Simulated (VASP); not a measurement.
# BaFe2Se2O (Pmn2_1) in VASP: single point with PBE+U

Aim: the single point of BaFe2Se2O with PBE+U.

Program: VASP 6.6.1. These are calculated values, not measurements. Logs are shortened: lines on timing, memory, paths and dates and some standing lists are left out, and cuts for length are marked.

### Step 1. The cell of the first run

The structure is orthorhombic, space group Pmn2_1 (No. 31). Conventional cell: a = 10.118 Å, b = 6.861 Å, c = 4.240 Å, α = 90.00°, β = 90.00°, γ = 90.00°. Ba (site symmetry m) has 2 O at 2.66 Å and 6 Se at 3.44 to 3.50 Å within 3.5 Å. Within 2.7 Å of Fe (site symmetry 1) lie 1 O at 1.93 Å and 3 Se at 2.56 to 2.62 Å. Se (site symmetry 1) has 3 Fe at 2.56 to 2.62 Å and 3 Ba at 3.44 to 3.50 Å within 3.5 Å. Within 2.7 Å of O (site symmetry m) lie 2 Fe at 1.93 Å and 2 Ba at 2.66 Å.

### Step 2. Single point, PBE+U, collinear spin, ferromagnetic start (24.53 Å³/atom)

Input file INCAR:

```
PREC = Accurate ; ENCUT = 600
EDIFF = 1E-6 ; ISMEAR = 0
SIGMA = 0.05 ; LREAL = False
LASPH = True ; NELM = 200
ALGO = Normal ; ISIF = 2
LWAVE = False ; LCHARG = False
ISPIN = 2 ; MAGMOM = 0.01 0.01 3.51 3.51 3.51 3.51 0.08 0.08 0.08 0.08 0.16 0.16
LORBIT = 11 ; LMAXMIX = 4
LDAU = True ; LDAUTYPE = 2
LDAUL = -1 2 -1 -1 ; LDAUU = 0 4 0 0
LDAUJ = 0 0 0 0 ; LDAUPRINT = 1
GGA = PE ; NBANDS = 60
GGA_COMPAT = False ; KPAR = 4
```

Input file KPOINTS:

```
regular mesh
0
Gamma
  4 2 4
```

Input file POSCAR:

```
BaFe2Se2O
1.0
    4.2401592867      0.0000000000      0.0000000000
    0.0000000000     10.1182780714      0.0000000000
    0.0000000000      0.0000000000      6.8611120552
Ba Fe Se O
2 4 4 2
Direct
    0.5004616934      0.0000000000      0.4915936689
    0.0004616934      0.5000000000      0.5084063311
    0.4988184924      0.3369058096      0.1279320031
   -0.0011815076      0.8369058096      0.8720679969
    0.4988184924      0.6630941904      0.1279320031
   -0.0011815076      0.1630941904      0.8720679969
    0.5002118447      0.7064887021      0.7606943518
    0.5002118447      0.2935112979      0.7606943518
    0.0002118447      0.2064887021      0.2393056482
    0.0002118447      0.7935112979      0.2393056482
    0.5014776321      0.5000000000      0.2745631984
    0.0014776321      0.0000000000      0.7254368016
```

Potentials or basis: VASP PAW PBE potentials, release 64 (Ba_sv, Fe, Se, O).

Started as:

```bash
> cat potpaw_PBE.64/Ba_sv/POTCAR potpaw_PBE.64/Fe/POTCAR potpaw_PBE.64/Se/POTCAR potpaw_PBE.64/O/POTCAR > POTCAR
> mpirun -np 4 vasp_std > vasp.out
```

OUTCAR:

```text
PREC = Accurate
   ENCUT = 600
   EDIFF = 1E-6
   ISMEAR = 0
   LREAL = False
   LASPH = True
   NELM = 200
   ISIF = 2
   ISPIN = 2
   LORBIT = 11
   GGA = PE

 ion  position               nearest neighbor table
   1  0.500  0.000  0.492-  12 2.66  12 2.66  10 3.44   9 3.44   9 3.44  10 3.44   8 3.50   7 3.50
                             6 3.74   4 3.74   4 3.75   6 3.75
   2  0.000  0.500  0.508-  11 2.66  11 2.66   8 3.44   7 3.44   7 3.44   8 3.44  10 3.50   9 3.50
                             5 3.74   3 3.74   3 3.75   5 3.75
   3  0.499  0.337  0.128-  11 1.93   8 2.56   9 2.61   9 2.62   2 3.74   2 3.75
   4  0.999  0.837  0.872-  12 1.93  10 2.56   7 2.61   7 2.62   1 3.74   1 3.75
   5  0.499  0.663  0.128-  11 1.93   7 2.56  10 2.61  10 2.62   2 3.74   2 3.75
   6  0.999  0.163  0.872-  12 1.93   9 2.56   8 2.61   8 2.62   1 3.74   1 3.75
   7  0.500  0.706  0.761-   5 2.56   4 2.61   4 2.62   2 3.44   2 3.44   1 3.50
   8  0.500  0.294  0.761-   3 2.56   6 2.61   6 2.62   2 3.44   2 3.44   1 3.50
   9  0.000  0.206  0.239-   6 2.56   3 2.61   3 2.62   1 3.44   1 3.44   2 3.50
  10  0.000  0.794  0.239-   4 2.56   5 2.61   5 2.62   1 3.44   1 3.44   2 3.50
  11  0.501  0.500  0.275-   3 1.93   5 1.93   2 2.66   2 2.66
  12  0.001  0.000  0.725-   4 1.93   6 1.93   1 2.66   1 2.66

  LATTYP: Found a simple orthorhombic cell.
 ALAT       =     4.2401592867
 B/A-ratio  =     1.6181260163
 C/A-ratio  =     2.3862966901

  Lattice vectors:

 A1 = (  -4.2401592867,   0.0000000000,   0.0000000000)
 A2 = (   0.0000000000,   0.0000000000,   6.8611120552)
 A3 = (   0.0000000000,  10.1182780714,   0.0000000000)

Analysis of symmetry for initial positions (statically):
=====================================================================
 Subroutine PRICEL returns:
 Original cell was already a primitive cell.

 Routine SETGRP: Setting up the symmetry group for a
 simple orthorhombic supercell.

 Subroutine GETGRP returns: Found  4 space group operations
 (whereof  2 operations were pure point group operations)
 out of a pool of  8 trial point group operations.

The static configuration has the point symmetry C_1h.
 The point group associated with its full space group is C_2v.

Analysis of symmetry for dynamics (positions and initial velocities):
=====================================================================
 Subroutine PRICEL returns:
 Original cell was already a primitive cell.

 Routine SETGRP: Setting up the symmetry group for a
 simple orthorhombic supercell.

[... 328 lines left out ...]
  band No.  band energies     occupation
      1     -24.8539      1.00000
      2     -24.8511      1.00000
      3     -15.7195      1.00000
      4     -15.7171      1.00000
      5     -10.8954      1.00000
      6     -10.4371      1.00000
[... 1051 lines left out ...]
     55       6.3695      0.00000
     56       6.3695      0.00000
 Fermi energy:         2.7141511942

 spin component 2

 k-point     1 :       0.0000    0.0000    0.0000
  band No.  band energies     occupation
      1     -24.8429      1.00000
      2     -24.8401      1.00000
      3     -15.3457      1.00000
      4     -15.3442      1.00000
      5     -10.8214      1.00000
      6     -10.3437      1.00000
[... 1051 lines left out ...]
     55       6.9520      0.00000
     56       6.9520      0.00000
 [bands above 56 left out]

------------------------ aborting loop because EDIFF is reached ----------------------------------------

  FORCE on cell =-STRESS in cart. coord.  units (eV):
  Direction    XX          YY          ZZ          XY          YZ          ZX
  --------------------------------------------------------------------------------------
  -------------------------------------------------------------------------------------
  Total        0.6268482      0.5175404     -0.3336266      0.0000000      0.0000000      0.0000000
  in kB        3.4118482      2.8169007     -1.8158833      0.0000000      0.0000000      0.0000000
  external PRESSURE =       1.4709552 kB  Pullay stress =       0.0000000 kB

 VOLUME and BASIS-vectors are now :
 -----------------------------------------------------------------------------
  energy-cutoff  :      600.00
  volume of cell :      294.36
      direct lattice vectors                 reciprocal lattice vectors
     4.240159287  0.000000000  0.000000000     0.235840197  0.000000000  0.000000000
     0.000000000 10.118278071  0.000000000     0.000000000  0.098831045  0.000000000
     0.000000000  0.000000000  6.861112055     0.000000000  0.000000000  0.145748968

 POSITION                                       TOTAL-FORCE (eV/Angst)
 -----------------------------------------------------------------------------------
      2.12204      0.00000      3.37288         0.002122     -0.000000     -0.079940
      0.00196      5.05914      3.48823         0.002122     -0.000000      0.079940
      2.11507      3.40891      0.87776         0.022083     -0.117243      0.280876
      4.23515      8.46805      5.98336         0.022083     -0.117243     -0.280876
      2.11507      6.70937      0.87776         0.022083      0.117243      0.280876
      4.23515      1.65023      5.98336         0.022083      0.117243     -0.280876
      2.12098      7.14845      5.21921        -0.009791     -0.034391      0.088425
      2.12098      2.96983      5.21921        -0.009791      0.034391      0.088425
      0.00090      2.08931      1.64190        -0.009791     -0.034391     -0.088425
      0.00090      8.02897      1.64190        -0.009791      0.034391     -0.088425
      2.12635      5.05914      1.88381        -0.026705     -0.000000     -0.495361
      0.00627      0.00000      4.97730        -0.026705     -0.000000      0.495361
 -----------------------------------------------------------------------------------
    total drift:                                0.000165      0.000000     -0.000004

  FREE ENERGIE OF THE ION-ELECTRON SYSTEM (eV)
  ---------------------------------------------------
  free  energy   TOTEN  =       -66.7225693915 eV

  energy  without entropy=      -66.7225693915  energy(sigma->0) =      -66.72256939

 total charge

# of ion       s       p       d       tot
------------------------------------------
    1        2.004   5.616   0.266   7.885
    2        2.004   5.616   0.266   7.885
    3        0.342   0.355   6.050   6.747
    4        0.342   0.355   6.050   6.747
    5        0.342   0.355   6.050   6.747
    6        0.342   0.355   6.050   6.747
    7        1.437   2.434   0.018   3.889
    8        1.437   2.434   0.018   3.889
    9        1.437   2.434   0.018   3.889
   10        1.437   2.434   0.018   3.889
   11        1.554   3.456   0.000   5.010
   12        1.554   3.456   0.000   5.010
--------------------------------------------------
tot         14.233  29.297  24.801  68.331

 magnetization (x)

# of ion       s       p       d       tot
------------------------------------------
    1        0.002   0.002   0.013   0.017
    2        0.002   0.002   0.013   0.017
    3        0.037   0.041   3.597   3.676
    4        0.037   0.041   3.597   3.676
    5        0.037   0.041   3.597   3.676
    6        0.037   0.041   3.597   3.676
    7        0.006   0.057   0.003   0.065
    8        0.006   0.057   0.003   0.065
    9        0.006   0.057   0.003   0.065
   10        0.006   0.057   0.003   0.065
   11        0.005   0.133   0.000   0.138
   12        0.005   0.133   0.000   0.138
--------------------------------------------------
tot          0.187   0.664  14.424  15.275
```

OSZICAR:

```text
N       E                     dE             d eps       ncg     rms          rms(c)
DAV:   1     0.956012026191E+03    0.95601E+03   -0.38336E+04  4320   0.153E+03
DAV:   2     0.101479732947E+03   -0.85453E+03   -0.81017E+03  4540   0.370E+02
DAV:   3    -0.628361894348E+02   -0.16432E+03   -0.15721E+03  5640   0.172E+02
DAV:   4    -0.759502306896E+02   -0.13114E+02   -0.12947E+02  6560   0.464E+01
[... 41 lines left out ...]
DAV:  46    -0.667225721375E+02   -0.10121E-05   -0.16524E-05  5028   0.209E-02    0.464E-03
DAV:  47    -0.667225693023E+02    0.28352E-05   -0.43559E-05  5096   0.467E-02    0.411E-03
DAV:  48    -0.667225681197E+02    0.11827E-05   -0.65279E-05  5888   0.529E-02    0.301E-03
DAV:  49    -0.667225693222E+02   -0.12025E-05   -0.65564E-06  3960   0.130E-02    0.145E-03
DAV:  50    -0.667225693915E+02   -0.69367E-07   -0.36738E-07  2392   0.405E-03
   1 F= -.66722569E+02 E0= -.66722569E+02  d E =-.372222E-14  mag=    16.0000
```

stdout:

```text
POSCAR found type information on POSCAR BaFeSeO
 POSCAR found :  4 types and      12 ions
 scaLAPACK will be used
 LDA part: xc-table for (Slater+PW92), standard interpolation
 POSCAR, INCAR and KPOINTS ok, starting setup
 FFT: planning ... GRIDC
 FFT: planning ... GRID_SOFT
 FFT: planning ... GRID
 WAVECAR not read
 entering main loop
```

It took 16 min on 4 MPI ranks of AMD EPYC 7R13 (Zen 3), shared host; peak memory 0.98 GiB.

What came out:

* Free energy: -66.7226 eV
* Pressure: 0.1 GPa
* Largest force: 0.496 eV/Å
* Band gap on the k mesh: 1.00 eV
* Net moment: 16.00 μB per cell
* Site moments: Ba +0.02; Fe +3.68; Se +0.07; O +0.14 μB
* Valence electrons inside the program's atomic spheres: Ba 7.88; Fe 6.75; Se 3.89; O 5.01

Forces in eV/Å, atoms in the order of the input:
```
Ba   0.002  0.000 -0.080
Ba   0.002  0.000  0.080
Fe   0.022 -0.117  0.281
Fe   0.022 -0.117 -0.281
Fe   0.022  0.117  0.281
Fe   0.022  0.117 -0.281
Se  -0.010 -0.034  0.088
Se  -0.010  0.034  0.088
Se  -0.010 -0.034 -0.088
Se  -0.010  0.034 -0.088
O   -0.027  0.000 -0.495
O   -0.027  0.000  0.495
```

Eigenvalues of the final occupation matrices:
| site | spin | trace | eigenvalues |
| --- | --- | --- | --- |
| site 3 d | 1 | 4.84 | 0.96 0.96 0.97 0.97 0.98 |
| site 3 d | 2 | 1.23 | 0.03 0.07 0.08 0.14 0.92 |
| site 4 d | 1 | 4.84 | 0.96 0.96 0.97 0.97 0.98 |
| site 4 d | 2 | 1.23 | 0.03 0.07 0.08 0.14 0.92 |
| site 5 d | 1 | 4.84 | 0.96 0.96 0.97 0.97 0.98 |
| site 5 d | 2 | 1.23 | 0.03 0.07 0.08 0.14 0.92 |
| site 6 d | 1 | 4.84 | 0.96 0.96 0.97 0.97 0.98 |
| site 6 d | 2 | 1.23 | 0.03 0.07 0.08 0.14 0.92 |

Caveat: spin-orbit coupling is left out, which moves the levels of the heavy elements; the run started ferromagnetic, and an antiferromagnetic order may lie lower in energy. A k mesh can miss the band edges.
